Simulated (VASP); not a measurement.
Wanted: the native input for a VASP 6.6.1 run.

* Task: single point
* Functional: PBE
* Potentials or basis: VASP PAW PBE potentials, release 64 (Te, Pb_d)
* Cutoff: 520 eV
* k mesh: 4 × 6 × 4
* Occupations: gaussian, width 0.01 eV
* Spin: no spin polarisation
* Dipole correction: no
* Further INCAR settings: ALGO = Normal; EDIFF = 1e-06; NBANDS = 50

The structure of TePb lies in POSCAR:

```
TePb
1.0
    9.1717980196      0.0000000000      0.0000000000
    0.0000000000      4.5855587009      0.0000000000
    0.0000000000      0.0000000000      6.4986202537
Te Pb
4 4
Direct
    0.1249974792      0.7500000000      0.2500088008
    0.6249974792      0.7500000000      0.2499911992
    0.3750025208      0.2500000000      0.7500088008
    0.8750025208      0.2500000000      0.7499911992
    0.1250418003      0.7500000000      0.7499686842
    0.6250418003      0.7500000000      0.7500313158
    0.3749581997      0.2500000000      0.2499686842
    0.8749581997      0.2500000000      0.2500313158
```

The input as run:

INCAR

```
PREC = Accurate
ENCUT = 520
EDIFF = 1E-6
ISMEAR = 0
SIGMA = 0.01
LREAL = F
LASPH = T
NELM = 60
ALGO = Normal
ISIF = 2
LWAVE = F
LCHARG = F
GGA = PE
NBANDS = 50
```

KPOINTS

```
regular mesh
0
Gamma
  4 6 4
```

Potentials or basis: VASP PAW PBE potentials, release 64 (Te, Pb_d).

Run with:

```console
$ cat potpaw_PBE.64/Te/POTCAR potpaw_PBE.64/Pb_d/POTCAR > POTCAR
$ mpirun -np 1 vasp_std > vasp.out
```

It gave:

| Property | Result |
| --- | --- |
| Pressure | 1.5 GPa |
| Band gap on the k mesh | 0.76 eV |

Caveat: spin-orbit coupling is left out, which moves the levels of the heavy elements.

Wall time 8.8 min on 1 thread of Intel(R) Xeon(R) Platinum 8259CL CPU @ 2.50GHz (Skylake/Cascade Lake), with other jobs on the host, peak memory 0.57 GiB.
